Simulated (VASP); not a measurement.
A run of VASP 6.6.1 is set up as follows.

Contents of POSCAR:

```
LiF
1.0
    0.0000000000      1.9948691899      2.0724696014
    1.9948691899      0.0000000000      2.0724696014
    1.9948691899      1.9948691899      0.0000000000
Li F
1 1
Direct
    0.0000000000      0.0000000000      0.0000000000
    0.5000000000      0.5000000000      0.5000000000
```

INCAR.step1

```
PREC     = Accurate       # precision mode
ENCUT    = 520            # plane-wave cutoff, eV
ISMEAR   = 0              # smearing method
SIGMA    = 0.01           # smearing width, eV
LREAL    = F              # projectors in reciprocal space
LASPH    = T              # aspherical terms in the spheres
NELM     = 60             # most SCF steps
NBANDS   = 12             # bands
GGA      = PE             # functional
ALGO     = Normal         # electronic algorithm
EDIFF    = 1E-4           # SCF threshold, eV
LWAVE    = T              # write WAVECAR
LCHARG   = F              # write CHGCAR
```

INCAR.step2

```
PREC     = Accurate       # precision mode
ENCUT    = 520            # plane-wave cutoff, eV
EDIFF    = 1E-6           # SCF threshold, eV
ISMEAR   = 0              # smearing method
SIGMA    = 0.01           # smearing width, eV
LREAL    = F              # projectors in reciprocal space
LASPH    = T              # aspherical terms in the spheres
NELM     = 60             # most SCF steps
ALGO     = Normal         # electronic algorithm
ISIF     = 2              # what is computed and relaxed
LWAVE    = F              # write WAVECAR
LCHARG   = F              # write CHGCAR
METAGGA  = R2SCAN         # meta-GGA
LMIXTAU  = T            
NBANDS   = 12             # bands
ISTART   = 1
```

The input KPOINTS:

```
Automatic mesh
0
Gamma
  10 10 10
```

Potentials or basis: VASP PAW PBE potentials, release 64 (Li_sv, F).

Run with:

```sh
$ cat potpaw_PBE.64/Li_sv/POTCAR potpaw_PBE.64/F/POTCAR > POTCAR
$ cp INCAR.step1 INCAR
$ mpirun -np 1 vasp_std > vasp.out
$ cp INCAR.step2 INCAR
$ mpirun -np 1 vasp_std > vasp.out
```

(1) Estimate the band gap on the k mesh.

Answers

(1) 10.12 eV, direct.

Caveat: the cell differs from its parent crystal (uniaxial z strain +3.9%).
